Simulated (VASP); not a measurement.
A run of VASP 6.6.1 is set up as follows.

Contents of POSCAR:

```
NaH
1.0
    0.0000000000      2.3975116427      2.3975116427
    2.3975116427      0.0000000000      2.3975116427
    2.3975116427      2.3975116427      0.0000000000
Na H
1 1
Direct
    0.0000000000      0.0000000000      0.0000000000
    0.5000000000      0.5000000000      0.5000000000
```

Contents of INCAR.step1:

```
SYSTEM = NaH
PREC = Accurate ; ENCUT = 520
EDIFF = 1E-5 ; ISMEAR = 0
SIGMA = 0.01 ; LREAL = .False.
LASPH = .True. ; NELM = 80
ALGO = Normal ; ISIF = 2
LWAVE = .True. ; NBANDS = 11
GGA = PE
```

The input INCAR.step2:

```
SYSTEM = NaH
PREC = Accurate ; ENCUT = 520
EDIFF = 1E-6 ; ISMEAR = 0
SIGMA = 0.01 ; LREAL = .False.
LASPH = .True. ; NELM = 80
ALGO = Normal ; ISIF = 2
LWAVE = .False. ; LCHARG = .True.
GGA = PE ; LHFCALC = .True.
HFSCREEN = 0.2079 ; PRECFOCK = Normal
LELF = .True. ; LVHAR = .True.
NBANDS = 11 ; ISTART = 1
```

The input KPOINTS:

```
regular mesh
0
Gamma
  6 6 6
  0 0 0
```

Potentials or basis: VASP PAW PBE potentials, release 64 (Na_pv, H).

The run is started by

```sh
$ cat potpaw_PBE.64/Na_pv/POTCAR potpaw_PBE.64/H/POTCAR > POTCAR
$ cp INCAR.step1 INCAR
$ mpirun -np 1 vasp_std > vasp.out
$ cp INCAR.step2 INCAR
$ mpirun -np 1 vasp_std > vasp.out
```

Task: Estimate the pressure.

Result: 0.2 GPa.

Task: Estimate the band gap on the k mesh.

Result: 4.89 eV (least direct gap 5.81 eV).

Caveat: the PAW data sets were made with another functional, which shifts forces and pressure a little. A k mesh can miss the band edges.
